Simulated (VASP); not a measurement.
Wanted: the native input for a VASP 6.6.1 run.

```
Task                   : single point
Functional             : r2SCAN
Potentials or basis    : VASP PAW PBE potentials, release 64 (Sn_d, O)
Cutoff                 : 520 eV
k mesh                 : 10 × 10 × 8
Occupations            : gaussian, width 0.01 eV
Spin                   : no spin polarisation
Dipole correction      : no
Further INCAR settings : ALGO = Normal; EDIFF = 1e-06; NBANDS = 28
```

The system is SnO.

```
Sn O
1.0
     3.57937    0.00000    0.00000
     0.00000    3.57937    0.00000
     0.00000    0.00000    5.53786
Sn O
2 2
Direct
  0.00000 0.50000 0.22134
  0.50000 0.00000 0.77866
  0.50000 0.50000 0.00000
  0.00000 0.00000 0.00000
```

The input as run:

POSCAR

```
SnO
1.0
    3.5793717692      0.0000000000      0.0000000000
    0.0000000000      3.5793717692      0.0000000000
    0.0000000000      0.0000000000      5.5378595727
Sn O
2 2
Direct
    0.0000000000      0.5000000000      0.2213370835
    0.5000000000      0.0000000000      0.7786629165
    0.5000000000      0.5000000000      0.0000000000
    0.0000000000      0.0000000000      0.0000000000
```

INCAR.step1

```
SYSTEM = SnO
PREC = Accurate ; ENCUT = 520
ISMEAR = 0 ; SIGMA = 0.01
LREAL = .False. ; LASPH = .True.
NELM = 80 ; NBANDS = 28
GGA = PE ; ALGO = Normal
EDIFF = 1E-4 ; LWAVE = .True.
LCHARG = .False.
```

INCAR.step2

```
SYSTEM = SnO
PREC = Accurate ; ENCUT = 520
EDIFF = 1E-6 ; ISMEAR = 0
SIGMA = 0.01 ; LREAL = .False.
LASPH = .True. ; NELM = 80
ALGO = Normal ; ISIF = 2
LWAVE = .False. ; LCHARG = .True.
METAGGA = R2SCAN ; LMIXTAU = .True.
LELF = .True. ; LVHAR = .True.
NBANDS = 28 ; ISTART = 1
```

KPOINTS

```
Automatic mesh
0
Gamma
  10 10 8
  0 0 0
```

Potentials or basis: VASP PAW PBE potentials, release 64 (Sn_d, O).

Launch:

```console
$ cat potpaw_PBE.64/Sn_d/POTCAR potpaw_PBE.64/O/POTCAR > POTCAR
$ cp INCAR.step1 INCAR
$ mpirun -np 1 vasp_std > vasp.out
$ cp INCAR.step2 INCAR
$ mpirun -np 1 vasp_std > vasp.out
```

It gave:

- Pressure: 8.7 GPa
- Largest force: 0.169 eV/Å
- Band gap on the k mesh: 0.72 eV (least direct gap 2.70 eV)

Caveat: the stress differs along the axes, from 1 to 13 GPa; semilocal functionals underestimate gaps, and a narrow one can read as zero; the PAW data sets were made with another functional, which shifts forces and pressure a little; spin-orbit coupling is left out, which moves the levels of the heavy elements.

Wall time 4.5 min on 1 thread of Intel(R) Xeon(R) 6975P-C (Granite Rapids) (shared host), peak memory 0.3 GiB.
